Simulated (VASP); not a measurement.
# Zn4Ga: single point with PBE

Zn4Ga:

```xyz
5
Lattice="-2.6895 2.6895 2.6895 2.6895 -2.6895 2.6895 2.6895 2.6895 -2.6895" Properties=species:S:1:pos:R:3 pbc="T T T"
Zn    1.3447    1.3447   -1.3447
Zn   -1.3447    1.3447    1.3447
Zn    1.3447   -1.3447    1.3447
Zn    1.3447    1.3447    1.3447
Ga    0.0000    0.0000    0.0000
```

```
Program                : VASP 6.6.1
Task                   : single point
Functional             : PBE
Potentials or basis    : VASP PAW PBE potentials, release 64 (Zn, Ga_d)
Cutoff                 : 520 eV
k mesh                 : 4 × 4 × 4
Occupations            : gaussian, width 0.1 eV
Spin                   : no spin polarisation
Dipole correction      : no
Further INCAR settings : ALGO = Fast; EDIFF = 1e-07; NBANDS = 38
```

```yaml
Pressure: 19.8 GPa
```

Levels at points of the mesh, in eV from the Fermi level:
| k point | band 28 | band 29 | band 30 | band 31 | band 32 | band 33 |
| --- | --- | --- | --- | --- | --- | --- |
| (0.00, 0.00, 0.00) | -3.10 | -3.10 | 0.34 | 0.34 | 0.34 | 0.49 |
| (0.50, 0.00, 0.00) | -3.89 | -2.77 | -2.33 | -2.14 | 1.80 | 3.32 |
| (0.50, 0.50, 0.50) | -5.00 | -5.00 | -3.58 | -3.58 | 3.50 | 3.50 |

Run time: 18 s on 1 thread of Intel(R) Xeon(R) 6975P-C (Granite Rapids), with other jobs on the host, peak memory 0.2 GiB.

Caveat: the k points lie up to 0.41 Å⁻¹ apart.
